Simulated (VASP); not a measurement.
# Be2Sn (Fm-3m) in VASP: settings compared

Aim: see how the results for Be2Sn move with the level of theory and the settings. Levels: PBE, r2SCAN. Tasks: single point.

Everything below comes from runs of VASP 6.6.1. Logs are shortened: lines on timing, memory, paths and dates and some standing lists are left out, and cuts for length are marked.

### Step 1. The cell of the first run

It takes space group Fm-3m (No. 225, cubic). Conventional cell: a = 5.803 Å, b = 5.803 Å, c = 5.803 Å, α = 90.00°, β = 90.00°, γ = 90.00°. Within 3.3 Å of Sn (site symmetry m-3m) lie 8 Be at 2.51 Å. Within 3.3 Å of Be (site symmetry -43m) lie 4 Sn at 2.51 Å and 6 Be at 2.90 Å.

### Step 2. Single point, PBE

Input file INCAR:

```
SYSTEM = Be2Sn
ALGO = Normal ; EDIFF = 1E-6
ENCUT = 520 ; GGA = PE
ISIF = 2 ; ISMEAR = -1
LASPH = .True. ; LCHARG = .False.
LREAL = .False. ; LWAVE = .False.
NBANDS = 16 ; NELM = 100
PREC = Accurate ; SIGMA = 0.02
```

Input file KPOINTS:

```
k-points
0
Gamma
  6 6 6
  0 0 0
```

Input file POSCAR:

```
Be2Sn
1.0
    0.0000000000      2.9015655565      2.9015655565
    2.9015655565      0.0000000000      2.9015655565
    2.9015655565      2.9015655565      0.0000000000
Sn Be
1 2
Direct
    0.0000000000      0.0000000000      0.0000000000
    0.2500000000      0.2500000000      0.2500000000
    0.7500000000      0.7500000000      0.7500000000
```

Potentials or basis: VASP PAW PBE potentials, release 64 (Sn_d, Be).

On the command line:

```bash
> cat potpaw_PBE.64/Sn_d/POTCAR potpaw_PBE.64/Be/POTCAR > POTCAR
> mpirun -np 1 vasp_std > vasp.out
```

OUTCAR:

```text
SYSTEM = Be2Sn
   EDIFF = 1E-6
   ENCUT = 520
   GGA = PE
   ISIF = 2
   ISMEAR = -1
   LASPH = .True.
   LREAL = .False.
   NELM = 100
   PREC = Accurate

 ion  position               nearest neighbor table
   1  0.000  0.000  0.000-   2 2.51   3 2.51   3 2.51   3 2.51   3 2.51   2 2.51   2 2.51   2 2.51

   2  0.250  0.250  0.250-   1 2.51   1 2.51   1 2.51   1 2.51
   3  0.750  0.750  0.750-   1 2.51   1 2.51   1 2.51   1 2.51

  LATTYP: Found a face centered cubic cell.
 ALAT       =     5.8031311130

  Lattice vectors:

 A1 = (   0.0000000000,   2.9015655565,   2.9015655565)
 A2 = (   2.9015655565,   0.0000000000,   2.9015655565)
 A3 = (   2.9015655565,   2.9015655565,   0.0000000000)

Analysis of symmetry for initial positions (statically):
=====================================================================
 Subroutine PRICEL returns:
 Original cell was already a primitive cell.

 Routine SETGRP: Setting up the symmetry group for a
 face centered cubic supercell.

 Subroutine GETGRP returns: Found 48 space group operations
 (whereof 48 operations were pure point group operations)
 out of a pool of 48 trial point group operations.

The static configuration has the point symmetry O_h .

Analysis of symmetry for dynamics (positions and initial velocities):
=====================================================================
 Subroutine PRICEL returns:
 Original cell was already a primitive cell.

 Routine SETGRP: Setting up the symmetry group for a
 face centered cubic supercell.

 Subroutine GETGRP returns: Found 48 space group operations
 (whereof 48 operations were pure point group operations)
 out of a pool of 48 trial point group operations.

The dynamic configuration has the point symmetry O_h .

 Subroutine INISYM returns: Found 48 space group operations
 (whereof 48 operations are pure point group operations),
 and found     1 'primitive' translations

----------------------------------------------------------------------------------------

                                     Primitive cell

  volume of cell :      48.8570

  direct lattice vectors                    reciprocal lattice vectors
     0.000000000  2.901565557  2.901565557    -0.172320766  0.172320766  0.172320766
     2.901565557  0.000000000  2.901565557     0.172320766 -0.172320766  0.172320766
     2.901565557  2.901565557  0.000000000     0.172320766  0.172320766 -0.172320766

  length of vectors
     4.103433362  4.103433362  4.103433362     0.298468322  0.298468322  0.298468322

  position of ions in fractional coordinates (direct lattice)
     0.000000000  0.000000000  0.000000000
     0.250000000  0.250000000  0.250000000
     0.750000000  0.750000000  0.750000000

  ion indices of the primitive-cell ions
   primitive index   ion index
                 1           1
                 2           2
                 3           3

----------------------------------------------------------------------------------------

 KPOINTS: k-points

Automatic generation of k-mesh.
 Grid dimensions read from file:
 generate k-points for:    6    6    6

 Generating k-lattice:

  Cartesian coordinates                     Fractional coordinates (reciprocal lattice)
    -0.028720128  0.028720128  0.028720128     0.166666667  0.000000000  0.000000000
     0.028720128 -0.028720128  0.028720128     0.000000000  0.166666667  0.000000000
     0.028720128  0.028720128 -0.028720128     0.000000000  0.000000000  0.166666667

  Length of vectors
     0.049744720  0.049744720  0.049744720

  Shift w.r.t. Gamma in fractional coordinates (k-lattice)
     0.000000000  0.000000000  0.000000000

 Subroutine IBZKPT returns following result:
 ===========================================

 Found     16 irreducible k-points:

 Following reciprocal coordinates:
            Coordinates               Weight
  0.000000  0.000000  0.000000      1.000000
  0.166667  0.000000  0.000000      8.000000
  0.333333  0.000000  0.000000      8.000000
  0.500000  0.000000  0.000000      4.000000
  0.166667  0.166667  0.000000      6.000000
  0.333333  0.166667  0.000000     24.000000
[... 8 lines left out ...]
 -0.333333  0.333333  0.166667     24.000000
 -0.333333  0.500000  0.166667     12.000000
   k-points           NKPTS =     16   k-points in BZ     NKDIM =     16   number of bands    NBANDS=     16
   number of dos      NEDOS =    301   number of ions     NIONS =      3
   total plane-waves  NPLWV =  32768
   dimension x,y,z NGX =    32 NGY =   32 NGZ =   32
   dimension x,y,z NGXF=    64 NGYF=   64 NGZF=   64
   ions per type =               1   2
   NGX,Y,Z   is equivalent  to a cutoff of  12.96, 12.96, 12.96 a.u.
   NGXF,Y,Z  is equivalent  to a cutoff of  25.93, 25.93, 25.93 a.u.
 SYSTEM =  Be2Sn
   PREC   = accura    normal or accurate (medium, high low for compatibility)
   ISTART =      0    job   : 0-new  1-cont  2-samecut
   ICHARG =      2    charge: 1-file 2-atom 10-const
   ISPIN  =      1    spin polarized calculation?
   LNONCOLLINEAR =      F non collinear calculations
   LSORBIT =      F    spin-orbit coupling
   LASPH  =      T    aspherical Exc in radial PAW
   ENCUT  =  520.0 eV  38.22 Ry    6.18 a.u.   7.63  7.63  7.63*2*pi/ulx,y,z
   NELM   =    100;   NELMIN=  2; NELMDL= -5     # of ELM steps
   EDIFF  = 0.1E-05   stopping-criterion for ELM
   LREAL  =      F    real-space projection
   EDIFFG = 0.1E-04   stopping-criterion for IOM
   NSW    =      0    number of steps for IOM
   IBRION =     -1    ionic relax: 0-MD 1-quasi-New 2-CG
   NFREE  =      0    steps in history (QN), initial steepest desc. (CG)
   ISIF   =      2    stress and relaxation
   ISYM   =      2    0-nonsym 1-usesym 2-fastsym
   POTIM  = 0.5000    time-step for ionic-motion
   TEBEG  =    0.0;   TEEND  =   0.0 temperature during run
   PSTRESS=    0.0 pullay stress
   NELECT =      18.0000    total number of electrons
   NUPDOWN=      -1.0000    fix difference up-down
   EMIN   =  10.00;   EMAX   =-10.00  energy-range for DOS
   EFERMI =   0.00;   METHOD = LEGACY
   ISMEAR =    -1;   SIGMA  =   0.02  broadening in eV -4-tet -1-fermi 0-gaus
   EFERMI_NEDOS =   21; number of points for ismear=-14 and -15
   IALGO  =     38    algorithm
   IMIX   =      4    mixing-type and parameters
     AMIX     =   0.40;   BMIX     =  1.00
     AMIX_MAG =   1.60;   BMIX_MAG =  1.00
  volume/ion in A,a.u.               =      16.29       109.90
  Fermi-wavevector in a.u.,A,eV,Ry     =   1.173609  2.217799 18.740081  1.377357
  Thomas-Fermi vector in A             =   2.310019
   LORBIT       =      0    0 simple, 1 ext, 2 COOP (PROOUT), +10 PAW based schemes
   GGA     = PE    functional components
   LHFCALC =     F    Hartree Fock is set to
   AEXX    =    0.0000 exact exchange contribution
   IVDW    =     0    specifies the selected vdW correction
   LEPSILON=     F    determine dielectric tensor
   LRPA    =     F    only Hartree local field effects (RPA)
 non-spin polarized calculation
  energy-cutoff  :      520.00
  volume of cell :       48.86
 maximum number of plane-waves:      1363
 NGX is ok and might be reduce to    32
   NGX = 15   NGY = 15   NGZ = 15

 number of electron      17.9999994 magnetization

 Free energy of the ion-electron system (eV)
  ---------------------------------------------------
  ext. energy  EPLUGINS =         0.00000000
  ---------------------------------------------------
  free energy    TOTEN  =        -9.69197897 eV

  energy without entropy =       -9.68939459  energy(sigma->0) =       -9.69068678

 E-fermi :   6.6577     XC(G=0):  -9.8539

 val. band max:        6.6454559811   @ k =  -0.1667   0.1667   0.0000
 cond. band min:       6.9898030128   @ k =   0.5000   0.3333   0.0000
 fundamental gap:      0.3443470317
 Fermi energy:         6.6576900036

 k-point     1 :       0.0000    0.0000    0.0000
  band No.  band energies     occupation
      1     -14.7146      2.00000
      2     -14.7146      2.00000
      3     -14.7146      2.00000
      4     -14.6264      2.00000
      5     -14.6264      2.00000
      6      -4.3488      2.00000
[... 8 lines left out ...]
     15      12.3038      0.00000
     16      12.3038      0.00000

 k-point     2 :       0.1667    0.0000    0.0000
  band No.  band energies     occupation
      1     -14.7118      2.00000
      2     -14.7091      2.00000
      3     -14.7091      2.00000
      4     -14.6261      2.00000
      5     -14.6261      2.00000
      6      -4.0292      2.00000
[... 8 lines left out ...]
     15      12.0890      0.00000
     16      12.0890      0.00000

 k-point     3 :       0.3333    0.0000    0.0000
  band No.  band energies     occupation
      1     -14.7063      2.00000
      2     -14.6998      2.00000
      3     -14.6998      2.00000
      4     -14.6241      2.00000
      5     -14.6241      2.00000
      6      -3.1210      2.00000
[... 8 lines left out ...]
     15      13.5562      0.00000
     16      13.5562      0.00000

 k-point     4 :       0.5000    0.0000    0.0000
  band No.  band energies     occupation
      1     -14.7036      2.00000
      2     -14.6960      2.00000
      3     -14.6960      2.00000
      4     -14.6221      2.00000
      5     -14.6221      2.00000
      6      -2.2541      2.00000
[... 8 lines left out ...]
     15      15.4479      0.00000
     16      15.4479      0.00000
[... 172 lines left out ...]
 k-point    14 :       0.5000    0.3333    0.1667
  band No.  band energies     occupation
      1     -14.7099      2.00000
      2     -14.6913      2.00000
      3     -14.6824      2.00000
      4     -14.6334      2.00000
      5     -14.6186      2.00000
      6      -2.3503      2.00000
[... 8 lines left out ...]
     15      14.7241      0.00000
     16      16.2956      0.00000

 k-point    15 :      -0.3333    0.3333    0.1667
  band No.  band energies     occupation
      1     -14.6991      2.00000
      2     -14.6977      2.00000
      3     -14.6772      2.00000
      4     -14.6320      2.00000
      5     -14.6202      2.00000
      6      -1.5977      2.00000
[... 8 lines left out ...]
     15      13.4234      0.00000
     16      17.2275      0.00000

 k-point    16 :      -0.3333    0.5000    0.1667
  band No.  band energies     occupation
      1     -14.7115      2.00000
      2     -14.6847      2.00000
      3     -14.6711      2.00000
      4     -14.6380      2.00000
      5     -14.6164      2.00000
      6      -1.2783      2.00000
[... 8 lines left out ...]
     15      14.3151      0.00000
     16      17.8560      0.00000

------------------------ aborting loop because EDIFF is reached ----------------------------------------

  FORCE on cell =-STRESS in cart. coord.  units (eV):
  Direction    XX          YY          ZZ          XY          YZ          ZX
  --------------------------------------------------------------------------------------
  -------------------------------------------------------------------------------------
  Total        0.0823570      0.0823570      0.0823570      0.0000000      0.0000000      0.0000000
  in kB        2.7007459      2.7007459      2.7007459      0.0000000      0.0000000      0.0000000
  external PRESSURE =       2.7007459 kB  Pullay stress =       0.0000000 kB

 VOLUME and BASIS-vectors are now :
 -----------------------------------------------------------------------------
  energy-cutoff  :      520.00
  volume of cell :       48.86
      direct lattice vectors                 reciprocal lattice vectors
     0.000000000  2.901565557  2.901565557    -0.172320766  0.172320766  0.172320766
     2.901565557  0.000000000  2.901565557     0.172320766 -0.172320766  0.172320766
     2.901565557  2.901565557  0.000000000     0.172320766  0.172320766 -0.172320766

 POSITION                                       TOTAL-FORCE (eV/Angst)
 -----------------------------------------------------------------------------------
      0.00000      0.00000      0.00000         0.000000      0.000000     -0.000000
      1.45078      1.45078      1.45078         0.000000      0.000000      0.000000
      4.35235      4.35235      4.35235        -0.000000     -0.000000     -0.000000
 -----------------------------------------------------------------------------------
    total drift:                                0.000000     -0.000000      0.000000

  FREE ENERGIE OF THE ION-ELECTRON SYSTEM (eV)
  ---------------------------------------------------
  free  energy   TOTEN  =        -9.6919789709 eV

  energy  without entropy=       -9.6893945921  energy(sigma->0) =       -9.69068678
```

Run time: 8.4 s. Hardware: 1 thread of Intel Xeon Platinum 8375C at 2.90GHz (Ice Lake), shared host; peak memory 0.17 GiB.

What came out:

* Free energy: -9.6920 eV
* Pressure: 0.3 GPa
* Band gap on the k mesh: zero (bands 9 and 10 overlap by 1.26 eV)

Levels at points of the mesh, in eV from the Fermi level:
```tsv
k point	band 7	band 8	band 9	band 10	band 11	band 12
(0.00, 0.00, 0.00)	1.00	1.00	1.00	1.24	1.24	1.24
(0.50, 0.00, 0.00)	-6.46	-1.01	-1.01	1.72	1.72	2.01
(0.50, 0.50, 0.00)	-5.89	-3.27	-3.27	-0.26	0.89	6.93
```

Caveat: spin-orbit coupling is left out, which moves the levels of the heavy elements.

[end of part 1 of 3]
